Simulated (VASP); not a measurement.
# Au (Fm-3m) in VASP: further runs

Runs on Au. Level: PBE. Tasks: single point.

Program: VASP 6.6.1. These are calculated values, not measurements. Logs are shortened: lines on timing, memory, paths and dates and some standing lists are left out, and cuts for length are marked.

### Step 1. The cell of the first run

The structure is cubic, space group Fm-3m (No. 225). Conventional cell: a = 4.157 Å, b = 4.157 Å, c = 4.157 Å, α = 90.00°, β = 90.00°, γ = 90.00°. Within 3.9 Å of Au (site symmetry m-3m) lie 12 Au at 2.94 Å.

### Step 2. Single point, PBE

Contents of INCAR:

```
ALGO = Normal ; EDIFF = 1E-6
ENCUT = 520 ; GGA = PE
ISIF = 2 ; ISMEAR = 0
LASPH = T ; LCHARG = F
LREAL = F ; LWAVE = F
NBANDS = 12 ; NELM = 60
PREC = Accurate ; SIGMA = 1.0
```

Contents of KPOINTS:

```
k-points
0
Gamma
  13 13 13
```

Contents of POSCAR:

```
Au
1.0
    0.0000000000      2.0782552709      2.0782552709
    2.0782552709      0.0000000000      2.0782552709
    2.0782552709      2.0782552709      0.0000000000
Au
1
Direct
    0.0000000000      0.0000000000      0.0000000000
```

Potentials or basis: VASP PAW PBE potentials, release 64 (Au).

The run is started by

```
> cat potpaw_PBE.64/Au/POTCAR > POTCAR
> mpirun -np 1 vasp_std > vasp.out
```

OUTCAR:

```text
EDIFF = 1E-6
   ENCUT = 520
   GGA = PE
   ISIF = 2
   ISMEAR = 0
   LASPH = T
   LREAL = F
   NELM = 60
   PREC = Accurate

 ion  position               nearest neighbor table
   1  0.000  0.000  0.000-

  LATTYP: Found a face centered cubic cell.
 ALAT       =     4.1565105418

  Lattice vectors:

 A1 = (   0.0000000000,   2.0782552709,   2.0782552709)
 A2 = (   2.0782552709,   0.0000000000,   2.0782552709)
 A3 = (   2.0782552709,   2.0782552709,   0.0000000000)

Analysis of symmetry for initial positions (statically):
=====================================================================
 Subroutine PRICEL returns:
 Original cell was already a primitive cell.

 Routine SETGRP: Setting up the symmetry group for a
 face centered cubic supercell.

 Subroutine GETGRP returns: Found 48 space group operations
 (whereof 48 operations were pure point group operations)
 out of a pool of 48 trial point group operations.

The static configuration has the point symmetry O_h .

Analysis of symmetry for dynamics (positions and initial velocities):
=====================================================================
 Subroutine PRICEL returns:
 Original cell was already a primitive cell.

 Routine SETGRP: Setting up the symmetry group for a
 face centered cubic supercell.

 Subroutine GETGRP returns: Found 48 space group operations
 (whereof 48 operations were pure point group operations)
 out of a pool of 48 trial point group operations.

The dynamic configuration has the point symmetry O_h .

 Subroutine INISYM returns: Found 48 space group operations
 (whereof 48 operations are pure point group operations),
 and found     1 'primitive' translations

----------------------------------------------------------------------------------------

                                     Primitive cell

  volume of cell :      17.9526

  direct lattice vectors                    reciprocal lattice vectors
     0.000000000  2.078255271  2.078255271    -0.240586422  0.240586422  0.240586422
     2.078255271  0.000000000  2.078255271     0.240586422 -0.240586422  0.240586422
     2.078255271  2.078255271  0.000000000     0.240586422  0.240586422 -0.240586422

  length of vectors
     2.939096790  2.939096790  2.939096790     0.416707907  0.416707907  0.416707907

  position of ions in fractional coordinates (direct lattice)
     0.000000000  0.000000000  0.000000000

  ion indices of the primitive-cell ions
   primitive index   ion index
                 1           1

----------------------------------------------------------------------------------------
[... 76 lines left out ...]
   ISIF   =      2    stress and relaxation
   ISYM   =      2    0-nonsym 1-usesym 2-fastsym
   POTIM  = 0.5000    time-step for ionic-motion
   TEBEG  =    0.0;   TEEND  =   0.0 temperature during run
   PSTRESS=    0.0 pullay stress
   NELECT =      11.0000    total number of electrons
   NUPDOWN=      -1.0000    fix difference up-down
   EMIN   =  10.00;   EMAX   =-10.00  energy-range for DOS
   EFERMI =   0.00;   METHOD = LEGACY
   ISMEAR =     0;   SIGMA  =   1.00  broadening in eV -4-tet -1-fermi 0-gaus
   EFERMI_NEDOS =   21; number of points for ismear=-14 and -15
   IALGO  =     38    algorithm
   IMIX   =      4    mixing-type and parameters
     AMIX     =   0.40;   BMIX     =  1.00
     AMIX_MAG =   1.60;   BMIX_MAG =  1.00
  volume/ion in A,a.u.               =      17.95       121.15
  Fermi-wavevector in a.u.,A,eV,Ry     =   1.390476  2.627619 26.305825  1.933424
  Thomas-Fermi vector in A             =   2.514407
   LORBIT       =      0    0 simple, 1 ext, 2 COOP (PROOUT), +10 PAW based schemes
   GGA     = PE    functional components
   LHFCALC =     F    Hartree Fock is set to
   AEXX    =    0.0000 exact exchange contribution
   IVDW    =     0    specifies the selected vdW correction
   LEPSILON=     F    determine dielectric tensor
   LRPA    =     F    only Hartree local field effects (RPA)
 non-spin polarized calculation
 Gauss-broadening in eV      SIGMA  =   1.00
  energy-cutoff  :      520.00
  volume of cell :       17.95
 maximum number of plane-waves:       531
 NGX is ok and might be reduce to    24
   NGX = 11   NGY = 11   NGZ = 11

 number of electron      11.0000002 magnetization

 Free energy of the ion-electron system (eV)
  ---------------------------------------------------
  ext. energy  EPLUGINS =         0.00000000
  ---------------------------------------------------
  free energy    TOTEN  =        -3.29382757 eV

  energy without entropy =       -3.14232078  energy(sigma->0) =       -3.21807417

 E-fermi :   8.6517     XC(G=0): -12.4094

 val. band max:        8.5744588554   @ k =   0.4615   0.2308   0.0000
 cond. band min:       8.6653695739   @ k =  -0.4615   0.0769   0.0000
 fundamental gap:      0.0909107186
 Fermi energy:         8.6517101026

 k-point     1 :       0.0000    0.0000    0.0000
  band No.  band energies     occupation
      1      -0.6881      2.00000
      2       4.1955      2.00000
      3       4.1955      2.00000
      4       4.1955      2.00000
      5       5.5750      1.99999
      6       5.5750      1.99999
      7      23.2112      0.00000
      8      26.9100      0.00000
      9      26.9100      0.00000
     10      26.9100      0.00000
     11      31.6555      0.00000
     12      35.7382      0.00000
[... 331 lines left out ...]
 k-point    24 :       0.4615    0.1538    0.0000
  band No.  band energies     occupation
      1       2.2644      2.00000
      2       3.9209      2.00000
      3       4.6665      2.00000
      4       4.6798      2.00000
      5       6.7019      1.99417
      6       8.3142      1.36683
      7      13.6432      0.00000
      8      22.5915      0.00000
      9      23.5565      0.00000
     10      24.4596      0.00000
     11      33.0630      0.00000
     12      33.7728      0.00000

 [... further k-points ...]
[... 5 lines left out ...]
  --------------------------------------------------------------------------------------
  -------------------------------------------------------------------------------------
  Total        0.0357559      0.0357559      0.0357559      0.0000000     -0.0000000      0.0000000
  in kB        3.1910338      3.1910338      3.1910338      0.0000000     -0.0000000      0.0000000
  external PRESSURE =       3.1910338 kB  Pullay stress =       0.0000000 kB

 VOLUME and BASIS-vectors are now :
 -----------------------------------------------------------------------------
  energy-cutoff  :      520.00
  volume of cell :       17.95
      direct lattice vectors                 reciprocal lattice vectors
     0.000000000  2.078255271  2.078255271    -0.240586422  0.240586422  0.240586422
     2.078255271  0.000000000  2.078255271     0.240586422 -0.240586422  0.240586422
     2.078255271  2.078255271  0.000000000     0.240586422  0.240586422 -0.240586422

 POSITION                                       TOTAL-FORCE (eV/Angst)
 -----------------------------------------------------------------------------------
      0.00000      0.00000      0.00000         0.000000      0.000000      0.000000
 -----------------------------------------------------------------------------------
    total drift:                               -0.000000      0.000000     -0.000000

  FREE ENERGIE OF THE ION-ELECTRON SYSTEM (eV)
  ---------------------------------------------------
  free  energy   TOTEN  =        -3.2938275693 eV

  energy  without entropy=       -3.1423207789  energy(sigma->0) =       -3.21807417
```

stdout:

```text
POSCAR found type information on POSCAR Au
 POSCAR found :  1 types and       1 ions
 scaLAPACK will be used
 LDA part: xc-table for (Slater+PW92), standard interpolation
 POSCAR, INCAR and KPOINTS ok, starting setup
 FFT: planning ... GRIDC
 FFT: planning ... GRID_SOFT
 FFT: planning ... GRID
 WAVECAR not read
 entering main loop
```

It took 19 s on 1 thread of Intel Xeon 8259CL, shared host; peak memory 0.15 GiB.

Results:

```
Free energy : -3.2938 eV
Pressure    : 0.3 GPa
```

Levels at points of the mesh, in eV from the Fermi level:
| k point | band 3 | band 4 | band 5 | band 6 | band 7 | band 8 | band 9 | band 10 |
| --- | --- | --- | --- | --- | --- | --- | --- | --- |
| (0.00, 0.00, 0.00) | -4.46 | -4.46 | -3.08 | -3.08 | 14.56 | 18.26 | 18.26 | 18.26 |

Caveat: spin-orbit coupling is left out, which moves the levels of the heavy elements.

### Step 3. Single point, PBE

Contents of INCAR:

```
PREC = Accurate
ENCUT = 520
EDIFF = 1E-6
ISMEAR = 1
SIGMA = 0.01
LREAL = F
LASPH = T
NELM = 60
ALGO = Normal
ISIF = 2
LWAVE = F
LCHARG = F
GGA = PE
NBANDS = 12
```

Contents of KPOINTS:

```
regular mesh
0
Gamma
  13 13 13
```

POSCAR is that of step 2.

Potentials or basis: VASP PAW PBE potentials, release 64 (Au).

The run is started by

```
> cat potpaw_PBE.64/Au/POTCAR > POTCAR
> mpirun -np 1 vasp_std > vasp.out
```

Run time: 20 s. Hardware: 1 thread of Intel Xeon 8259CL, shared host; peak memory 0.15 GiB.

It converged, with:

```yaml
Free_energy: -3.2214 eV
Pressure: -0.4 GPa
```

Levels at points of the mesh, in eV from the Fermi level:
| k point | band 3 | band 4 | band 5 | band 6 | band 7 | band 8 | band 9 | band 10 |
| --- | --- | --- | --- | --- | --- | --- | --- | --- |
| (0.00, 0.00, 0.00) | -4.49 | -4.49 | -3.11 | -3.11 | 14.52 | 18.22 | 18.22 | 18.22 |

Caveat: spin-orbit coupling is left out, which moves the levels of the heavy elements.

### Step 4. Single point, PBE

Contents of INCAR:

```
ALGO = Normal ; EDIFF = 1E-6
ENCUT = 520 ; GGA = PE
ISIF = 2 ; ISMEAR = 1
LASPH = True ; LCHARG = False
LREAL = False ; LWAVE = False
NBANDS = 12 ; NELM = 80
PREC = Accurate ; SIGMA = 0.03
```

Contents of KPOINTS:

```
k-points
0
Gamma
  13 13 13
```

POSCAR is that of step 3.

The run is started by

```
> cat potpaw_PBE.64/Au/POTCAR > POTCAR
> mpirun -np 1 vasp_std > vasp.out
```

Wall time 16 s (1 thread of Intel Xeon 8259CL, shared host); peak memory 0.15 GiB.

It converged, with:

- Free energy: -3.2214 eV
- Pressure: -0.4 GPa

Levels at points of the mesh, in eV from the Fermi level:
```csv
k point,band 3,band 4,band 5,band 6,band 7,band 8,band 9,band 10
"(0.00, 0.00, 0.00)",-4.50,-4.50,-3.12,-3.12,14.50,18.20,18.20,18.20
```

Caveat: spin-orbit coupling is left out, which moves the levels of the heavy elements.

### Step 5. Single point, PBE

Contents of INCAR:

```
PREC = Accurate
ENCUT = 520
EDIFF = 1E-6
ISMEAR = 1
SIGMA = 0.1
LREAL = False
LASPH = True
NELM = 100
ALGO = Normal
ISIF = 2
LWAVE = False
LCHARG = False
GGA = PE
NBANDS = 12
```

Contents of KPOINTS:

```
regular mesh
0
Gamma
  13 13 13
```

POSCAR is that of step 4.

Potentials or basis: VASP PAW PBE potentials, release 64 (Au).

The run is started by

```
> cat potpaw_PBE.64/Au/POTCAR > POTCAR
> mpirun -np 1 vasp_std > vasp.out
```

OUTCAR:

```text
PREC = Accurate
   ENCUT = 520
   EDIFF = 1E-6
   ISMEAR = 1
   LREAL = False
   LASPH = True
   NELM = 100
   ISIF = 2
   GGA = PE

 ion  position               nearest neighbor table
   1  0.000  0.000  0.000-

  LATTYP: Found a face centered cubic cell.
 ALAT       =     4.1565105418

  Lattice vectors:

 A1 = (   0.0000000000,   2.0782552709,   2.0782552709)
 A2 = (   2.0782552709,   0.0000000000,   2.0782552709)
 A3 = (   2.0782552709,   2.0782552709,   0.0000000000)

Analysis of symmetry for initial positions (statically):
=====================================================================
 Subroutine PRICEL returns:
 Original cell was already a primitive cell.

 Routine SETGRP: Setting up the symmetry group for a
 face centered cubic supercell.

 Subroutine GETGRP returns: Found 48 space group operations
 (whereof 48 operations were pure point group operations)
 out of a pool of 48 trial point group operations.

The static configuration has the point symmetry O_h .

Analysis of symmetry for dynamics (positions and initial velocities):
=====================================================================
 Subroutine PRICEL returns:
 Original cell was already a primitive cell.

[... 159 lines left out ...]
 Fermi energy:         8.7321748739

 k-point     1 :       0.0000    0.0000    0.0000
  band No.  band energies     occupation
      1      -0.6883      2.00000
      2       4.2013      2.00000
      3       4.2013      2.00000
      4       4.2013      2.00000
      5       5.5815      2.00000
      6       5.5815      2.00000
      7      23.2098      0.00000
      8      26.9095      0.00000
      9      26.9095      0.00000
     10      26.9095      0.00000
     11      31.6525      0.00000
     12      35.7399      0.00000
[... 331 lines left out ...]
 k-point    24 :       0.4615    0.1538    0.0000
  band No.  band energies     occupation
      1       2.2676      2.00000
      2       3.9261      2.00000
      3       4.6724      2.00000
      4       4.6839      2.00000
      5       6.7090      2.00000
      6       8.3180      2.00000
      7      13.6454      0.00000
      8      22.5916      0.00000
      9      23.5574      0.00000
     10      24.4600      0.00000
     11      33.0634      0.00000
     12      33.7734      0.00000

 [... further k-points ...]
[... 5 lines left out ...]
  --------------------------------------------------------------------------------------
  -------------------------------------------------------------------------------------
  Total       -0.0479865     -0.0479865     -0.0479865      0.0000000      0.0000000      0.0000000
  in kB       -4.2825518     -4.2825518     -4.2825518      0.0000000      0.0000000      0.0000000
  external PRESSURE =      -4.2825518 kB  Pullay stress =       0.0000000 kB

 VOLUME and BASIS-vectors are now :
 -----------------------------------------------------------------------------
  energy-cutoff  :      520.00
  volume of cell :       17.95
      direct lattice vectors                 reciprocal lattice vectors
     0.000000000  2.078255271  2.078255271    -0.240586422  0.240586422  0.240586422
     2.078255271  0.000000000  2.078255271     0.240586422 -0.240586422  0.240586422
     2.078255271  2.078255271  0.000000000     0.240586422  0.240586422 -0.240586422

 POSITION                                       TOTAL-FORCE (eV/Angst)
 -----------------------------------------------------------------------------------
      0.00000      0.00000      0.00000         0.000000      0.000000     -0.000000
 -----------------------------------------------------------------------------------
    total drift:                               -0.000000      0.000000     -0.000000

  FREE ENERGIE OF THE ION-ELECTRON SYSTEM (eV)
  ---------------------------------------------------
  free  energy   TOTEN  =        -3.2213319146 eV

  energy  without entropy=       -3.2213211980  energy(sigma->0) =       -3.22132834
```

stdout:

```text
POSCAR found type information on POSCAR Au
 POSCAR found :  1 types and       1 ions
 scaLAPACK will be used
 LDA part: xc-table for (Slater+PW92), standard interpolation
 POSCAR, INCAR and KPOINTS ok, starting setup
 FFT: planning ... GRIDC
 FFT: planning ... GRID_SOFT
 FFT: planning ... GRID
 WAVECAR not read
 entering main loop
```

Run time: 18 s. Hardware: 1 thread of Intel Xeon 8259CL, shared host; peak memory 0.15 GiB.

Results:

| Item | Value |
| --- | --- |
| Free energy | -3.2213 eV |
| Pressure | -0.4 GPa |

Caveat: spin-orbit coupling is left out, which moves the levels of the heavy elements.

### Step 6. The runs side by side

| smearing | gap on the mesh (eV) | pressure (GPa) |
| --- | --- | --- |
| gaussian 1 eV | none | 0.3 |
| methfessel-paxton 0.01 eV | none | -0.4 |
| methfessel-paxton 0.03 eV | none | -0.4 |
| methfessel-paxton 0.1 eV | none | -0.4 |

Alike in all rows: task single point; level PBE; potentials or basis VASP PAW PBE potentials, release 64 (Au); no spin polarisation; cell as given; k mesh 13 × 13 × 13; cutoff (eV) 520.

Every run on the cell as given and a fine mesh finds a metal.

Caveats: spin-orbit coupling is left out, which moves the levels of the heavy elements.

Absolute energies hang on the potentials; compare differences alone.
